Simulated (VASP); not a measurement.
# Zr2O (P4_2/nnm) in VASP: single point with r2SCAN

Aim: the single point of Zr2O with r2SCAN.

Everything below comes from runs of VASP 6.6.1. Logs are shortened: lines on timing, memory, paths and dates and some standing lists are left out, and cuts for length are marked.

## (1) The cell of the first run

Symmetry: P4_2/nnm, No. 134, tetragonal system. The conventional cell has a = 5.233 Å, b = 5.233 Å, c = 5.040 Å, α = 90.00°, β = 90.00°, γ = 90.00°. Zr (site symmetry 2/m) has 2 O at 2.24 Å within 3.0 Å. O (site symmetry -42m) has 4 Zr at 2.24 Å within 3.0 Å.

## (2) Single point, r2SCAN (strain +0.080 along x and y, +0.040 along z)

POSCAR reads:

```
Zr2O
1.0
    5.2333832088      0.0000000000      0.0000000000
    0.0000000000      5.2333832088      0.0000000000
    0.0000000000      0.0000000000      5.0395542010
Zr O
4 2
Direct
    0.2500000000      0.2500000000      0.7500000000
    0.7500000000      0.2500000000      0.2500000000
    0.2500000000      0.7500000000      0.2500000000
    0.7500000000      0.7500000000      0.7500000000
    0.0000000000      0.0000000000      0.0000000000
    0.5000000000      0.5000000000      0.5000000000
```

INCAR.step1 reads:

```
SYSTEM = Zr2O
  ALGO = Normal
  EDIFF = 1E-4
  ENCUT = 520
  GGA = PE
  ISMEAR = 0
  LASPH = .True.
  LCHARG = .False.
  LREAL = .False.
  LWAVE = .True.
  NBANDS = 39
  NELM = 60
  PREC = Accurate
  SIGMA = 0.15
```

INCAR.step2 reads:

```
SYSTEM = Zr2O
  ALGO = Normal
  EDIFF = 1E-7
  ENCUT = 520
  ISIF = 2
  ISMEAR = 0
  ISTART = 1
  LASPH = .True.
  LCHARG = .False.
  LMIXTAU = .True.
  LREAL = .False.
  LWAVE = .False.
  METAGGA = R2SCAN
  NBANDS = 39
  NELM = 60
  PREC = Accurate
  SIGMA = 0.15
```

KPOINTS reads:

```
k-points
0
Gamma
  10 10 10
  0 0 0
```

Potentials or basis: VASP PAW PBE potentials, release 64 (Zr_sv, O).

Run with:

```console
cat potpaw_PBE.64/Zr_sv/POTCAR potpaw_PBE.64/O/POTCAR > POTCAR
cp INCAR.step1 INCAR
mpirun -np 1 vasp_std > vasp.out
cp INCAR.step2 INCAR
mpirun -np 1 vasp_std > vasp.out
```

OUTCAR:

```text
SYSTEM = Zr2O
   EDIFF = 1E-7
   ENCUT = 520
   ISIF = 2
   ISMEAR = 0
   ISTART = 1
   LASPH = .True.
   LREAL = .False.
   METAGGA = R2SCAN
   NELM = 60
   PREC = Accurate

 ion  position               nearest neighbor table
   1  0.250  0.250  0.750-   5 2.24   6 2.24   2 3.63   3 3.63   2 3.63   3 3.63   3 3.63   3 3.63
                             2 3.63   2 3.63   4 3.70   4 3.70   4 3.70   4 3.70
   2  0.750  0.250  0.250-   5 2.24   6 2.24   1 3.63   4 3.63   1 3.63   4 3.63   4 3.63   4 3.63
                             1 3.63   1 3.63   3 3.70   3 3.70   3 3.70   3 3.70
   3  0.250  0.750  0.250-   5 2.24   6 2.24   1 3.63   4 3.63   1 3.63   4 3.63   1 3.63   1 3.63
                             4 3.63   4 3.63   2 3.70   2 3.70   2 3.70   2 3.70
   4  0.750  0.750  0.750-   5 2.24   6 2.24   2 3.63   3 3.63   2 3.63   3 3.63   2 3.63   2 3.63
                             3 3.63   3 3.63   1 3.70   1 3.70   1 3.70   1 3.70
   5  0.000  0.000  0.000-   1 2.24   2 2.24   3 2.24   4 2.24
   6  0.500  0.500  0.500-   1 2.24   2 2.24   3 2.24   4 2.24

  LATTYP: Found a simple tetragonal cell.
 ALAT       =     5.2333832088
 C/A-ratio  =     0.9629629630

  Lattice vectors:

 A1 = (   5.2333832088,   0.0000000000,   0.0000000000)
 A2 = (   0.0000000000,   5.2333832088,   0.0000000000)
 A3 = (   0.0000000000,   0.0000000000,   5.0395542010)

Analysis of symmetry for initial positions (statically):
=====================================================================
 Subroutine PRICEL returns:
 Original cell was already a primitive cell.

 Routine SETGRP: Setting up the symmetry group for a
 simple tetragonal supercell.

 Subroutine GETGRP returns: Found 16 space group operations
 (whereof  8 operations were pure point group operations)
 out of a pool of 16 trial point group operations.

The static configuration has the point symmetry D_2d.
 The point group associated with its full space group is D_4h.

Analysis of symmetry for dynamics (positions and initial velocities):
=====================================================================
 Subroutine PRICEL returns:
 Original cell was already a primitive cell.

 Routine SETGRP: Setting up the symmetry group for a
 simple tetragonal supercell.

 Subroutine GETGRP returns: Found 16 space group operations
 (whereof  8 operations were pure point group operations)
 out of a pool of 16 trial point group operations.

The dynamic configuration has the point symmetry D_2d.
 The point group associated with its full space group is D_4h.

 Subroutine INISYM returns: Found 16 space group operations
 (whereof  8 operations are pure point group operations),
 and found     1 'primitive' translations

----------------------------------------------------------------------------------------

                                     Primitive cell

  volume of cell :     138.0248

  direct lattice vectors                    reciprocal lattice vectors
     5.233383209  0.000000000  0.000000000     0.191080981  0.000000000  0.000000000
     0.000000000  5.233383209  0.000000000     0.000000000  0.191080981  0.000000000
     0.000000000  0.000000000  5.039554201     0.000000000  0.000000000  0.198430250

  length of vectors
     5.233383209  5.233383209  5.039554201     0.191080981  0.191080981  0.198430250

  position of ions in fractional coordinates (direct lattice)
     0.250000000  0.250000000  0.750000000
     0.750000000  0.250000000  0.250000000
     0.250000000  0.750000000  0.250000000
     0.750000000  0.750000000  0.750000000
     0.000000000  0.000000000  0.000000000
     0.500000000  0.500000000  0.500000000

  ion indices of the primitive-cell ions
   primitive index   ion index
                 1           1
                 2           2
                 3           3
                 4           4
                 5           5
                 6           6

----------------------------------------------------------------------------------------

 KPOINTS: k-points

Automatic generation of k-mesh.
 Grid dimensions read from file:
 generate k-points for:   10   10   10

 Generating k-lattice:

  Cartesian coordinates                     Fractional coordinates (reciprocal lattice)
     0.019108098  0.000000000  0.000000000     0.100000000  0.000000000  0.000000000
     0.000000000  0.019108098  0.000000000     0.000000000  0.100000000  0.000000000
     0.000000000  0.000000000  0.019843025     0.000000000  0.000000000  0.100000000

  Length of vectors
     0.019108098  0.019108098  0.019843025

  Shift w.r.t. Gamma in fractional coordinates (k-lattice)
     0.000000000  0.000000000  0.000000000

 Subroutine IBZKPT returns following result:
 ===========================================

 Found    126 irreducible k-points:

 Following reciprocal coordinates:
            Coordinates               Weight
  0.000000  0.000000  0.000000      1.000000
  0.100000  0.000000  0.000000      4.000000
  0.200000  0.000000  0.000000      4.000000
  0.300000  0.000000  0.000000      4.000000
  0.400000  0.000000  0.000000      4.000000
  0.500000  0.000000  0.000000      2.000000
[... 16 lines left out ...]
  0.100000  0.000000  0.100000      8.000000
  0.200000  0.000000  0.100000      8.000000
 [... further k-points ...]
   k-points           NKPTS =    126   k-points in BZ     NKDIM =    126   number of bands    NBANDS=     39
   number of dos      NEDOS =    301   number of ions     NIONS =      6
   total plane-waves  NPLWV =  64000
   dimension x,y,z NGX =    40 NGY =   40 NGZ =   40
   dimension x,y,z NGXF=    80 NGYF=   80 NGZF=   80
   ions per type =               4   2
   NGX,Y,Z   is equivalent  to a cutoff of  12.71, 12.71, 13.20 a.u.
   NGXF,Y,Z  is equivalent  to a cutoff of  25.41, 25.41, 26.39 a.u.
 SYSTEM =  Zr2O
   PREC   = accura    normal or accurate (medium, high low for compatibility)
   ISTART =      1    job   : 0-new  1-cont  2-samecut
   ICHARG =      0    charge: 1-file 2-atom 10-const
   ISPIN  =      1    spin polarized calculation?
   LNONCOLLINEAR =      F non collinear calculations
   LSORBIT =      F    spin-orbit coupling
   LASPH  =      T    aspherical Exc in radial PAW
   ENCUT  =  520.0 eV  38.22 Ry    6.18 a.u.   9.73  9.73  9.37*2*pi/ulx,y,z
   NELM   =     60;   NELMIN=  2; NELMDL=  0     # of ELM steps
   EDIFF  = 0.1E-06   stopping-criterion for ELM
   LREAL  =      F    real-space projection
   EDIFFG = 0.1E-05   stopping-criterion for IOM
   NSW    =      0    number of steps for IOM
   IBRION =     -1    ionic relax: 0-MD 1-quasi-New 2-CG
   NFREE  =      0    steps in history (QN), initial steepest desc. (CG)
   ISIF   =      2    stress and relaxation
   ISYM   =      2    0-nonsym 1-usesym 2-fastsym
   POTIM  = 0.5000    time-step for ionic-motion
   TEBEG  =    0.0;   TEEND  =   0.0 temperature during run
   PSTRESS=    0.0 pullay stress
   NELECT =      60.0000    total number of electrons
   NUPDOWN=      -1.0000    fix difference up-down
   EMIN   =  10.00;   EMAX   =-10.00  energy-range for DOS
   EFERMI =   0.00;   METHOD = LEGACY
   ISMEAR =     0;   SIGMA  =   0.15  broadening in eV -4-tet -1-fermi 0-gaus
   EFERMI_NEDOS =   21; number of points for ismear=-14 and -15
   IALGO  =     38    algorithm
   IMIX   =      4    mixing-type and parameters
     AMIX     =   0.40;   BMIX     =  1.00
     AMIX_MAG =   1.60;   BMIX_MAG =  1.00
  volume/ion in A,a.u.               =      23.00       155.24
  Fermi-wavevector in a.u.,A,eV,Ry     =   1.240146  2.343536 20.925248  1.537962
  Thomas-Fermi vector in A             =   2.374599
   LORBIT       =      0    0 simple, 1 ext, 2 COOP (PROOUT), +10 PAW based schemes
   METAGGA = R2SCAN    functional components
   LHFCALC =     F    Hartree Fock is set to
   AEXX    =    0.0000 exact exchange contribution
   IVDW    =     0    specifies the selected vdW correction
   LEPSILON=     F    determine dielectric tensor
   LRPA    =     F    only Hartree local field effects (RPA)
 non-spin polarized calculation
 Gauss-broadening in eV      SIGMA  =   0.15
  energy-cutoff  :      520.00
  volume of cell :      138.02
 maximum number of plane-waves:      3744
 NGX is ok and might be reduce to    40
   NGX = 19   NGY = 19   NGZ = 19

 number of electron      60.0000001 magnetization

 Free energy of the ion-electron system (eV)
  ---------------------------------------------------
  ext. energy  EPLUGINS =         0.00000000
  ---------------------------------------------------
  free energy    TOTEN  =      -111.88405269 eV

  energy without entropy =     -111.76447303  energy(sigma->0) =     -111.82426286

 E-fermi :   6.3212     XC(G=0): -10.6274

 val. band max:        6.3173648206   @ k =   0.3000   0.2000   0.2000
 cond. band min:       6.3251768101   @ k =   0.5000   0.2000   0.1000
 fundamental gap:      0.0078119895
 Fermi energy:         6.3211800515

 k-point     1 :       0.0000    0.0000    0.0000
  band No.  band energies     occupation
      1     -45.2268      2.00000
      2     -45.1878      2.00000
      3     -45.1878      2.00000
      4     -45.1834      2.00000
      5     -23.0708      2.00000
      6     -22.5670      2.00000
[... 31 lines left out ...]
     38       9.4906      0.00000
     39       9.4910      0.00000

 k-point     2 :       0.1000    0.0000    0.0000
  band No.  band energies     occupation
      1     -45.2258      2.00000
      2     -45.1888      2.00000
      3     -45.1877      2.00000
      4     -45.1835      2.00000
      5     -23.0592      2.00000
      6     -22.5798      2.00000
[... 31 lines left out ...]
     38       9.3876      0.00000
     39       9.4279      0.00000

 k-point     3 :       0.2000    0.0000    0.0000
  band No.  band energies     occupation
      1     -45.2230      2.00000
      2     -45.1915      2.00000
      3     -45.1874      2.00000
      4     -45.1838      2.00000
      5     -23.0256      2.00000
      6     -22.6171      2.00000
[... 31 lines left out ...]
     38       9.0383      0.00000
     39       9.0756      0.00000

 k-point     4 :       0.3000    0.0000    0.0000
  band No.  band energies     occupation
      1     -45.2187      2.00000
      2     -45.1958      2.00000
      3     -45.1869      2.00000
      4     -45.1843      2.00000
      5     -22.9724      2.00000
      6     -22.6752      2.00000
[... 31 lines left out ...]
     38       8.6493      0.00000
     39       8.7312      0.00000
[... 754 lines left out ...]
     38       9.4214      0.00000
     39       9.4396      0.00000

 k-point    23 :       0.1000    0.0000    0.1000
  band No.  band energies     occupation
      1     -45.2248      2.00000
      2     -45.1887      2.00000
      3     -45.1877      2.00000
      4     -45.1845      2.00000
      5     -23.0480      2.00000
      6     -22.5852      2.00000
[... 31 lines left out ...]
     38       9.3222      0.00000
     39       9.3297      0.00000

 k-point    24 :       0.2000    0.0000    0.1000
  band No.  band energies     occupation
      1     -45.2221      2.00000
      2     -45.1914      2.00000
      3     -45.1875      2.00000
      4     -45.1848      2.00000
      5     -23.0161      2.00000
      6     -22.6250      2.00000
[... 31 lines left out ...]
     38       9.0246      0.00000
     39       9.0375      0.00000

 [... further k-points ...]

------------------------ aborting loop because EDIFF is reached ----------------------------------------

  FORCE on cell =-STRESS in cart. coord.  units (eV):
  Direction    XX          YY          ZZ          XY          YZ          ZX
  --------------------------------------------------------------------------------------
  -------------------------------------------------------------------------------------
  Total      -16.1917603    -16.1917603    -13.9052193      0.0000000      0.0000000      0.0000000
  in kB     -187.9522173   -187.9522173   -161.4102955      0.0000000      0.0000000      0.0000000
  external PRESSURE =    -179.1049100 kB  Pullay stress =       0.0000000 kB

 VOLUME and BASIS-vectors are now :
 -----------------------------------------------------------------------------
  energy-cutoff  :      520.00
  volume of cell :      138.02
      direct lattice vectors                 reciprocal lattice vectors
     5.233383209  0.000000000  0.000000000     0.191080981  0.000000000  0.000000000
     0.000000000  5.233383209  0.000000000     0.000000000  0.191080981  0.000000000
     0.000000000  0.000000000  5.039554201     0.000000000  0.000000000  0.198430250

 POSITION                                       TOTAL-FORCE (eV/Angst)
 -----------------------------------------------------------------------------------
      1.30835      1.30835      3.77967        -0.000000      0.000000     -0.000000
      3.92504      1.30835      1.25989        -0.000000     -0.000000     -0.000000
      1.30835      3.92504      1.25989        -0.000000      0.000000      0.000000
      3.92504      3.92504      3.77967         0.000000     -0.000000      0.000000
      0.00000      0.00000      0.00000         0.000000      0.000000      0.000000
      2.61669      2.61669      2.51978         0.000000      0.000000      0.000000
 -----------------------------------------------------------------------------------
    total drift:                                0.000000      0.000000      0.000000

  FREE ENERGIE OF THE ION-ELECTRON SYSTEM (eV)
  ---------------------------------------------------
  free  energy   TOTEN  =      -111.8840526909 eV

  energy  without entropy=     -111.7644730291  energy(sigma->0) =     -111.82426286
```

Run time: 39 min. Hardware: 1 thread of Intel Xeon 6975P-C, shared host; peak memory 0.62 GiB.

Results:

```yaml
Free_energy: -111.8841 eV
Pressure: -17.9 GPa
Band_gap_on_the_k_mesh: zero (band 30 reaches 6.91 eV, above the bottom of band 31 at 6.05 eV)
```

Stress tensor (GPa, compression positive):
```
-18.80   0.00   0.00
  0.00 -18.80   0.00
  0.00   0.00 -16.14
```

Levels at points of the mesh, in eV from the Fermi level:
| k point | band 28 | band 29 | band 30 | band 31 | band 32 | band 33 |
| --- | --- | --- | --- | --- | --- | --- |
| (0.00, 0.00, 0.00) | -1.33 | -1.33 | -1.18 | 1.04 | 1.30 | 1.90 |
| (0.50, 0.00, 0.00) | -0.62 | -0.27 | -0.27 | -0.12 | -0.12 | 1.08 |
| (0.50, 0.50, 0.00) | -1.44 | 0.00 | 0.00 | 0.19 | 0.19 | 0.92 |
| (0.00, 0.00, 0.50) | -0.66 | -0.18 | -0.18 | -0.06 | -0.06 | 1.29 |
| (0.50, 0.00, 0.50) | -1.45 | -0.05 | -0.05 | 0.22 | 0.22 | 0.91 |
| (0.50, 0.50, 0.50) | 0.29 | 0.39 | 0.58 | 0.61 | 0.61 | 0.94 |

Caveat: the cell differs from its parent crystal (strain +0.080 along x and y, +0.040 along z); the PAW data sets were made with another functional, which shifts forces and pressure a little.
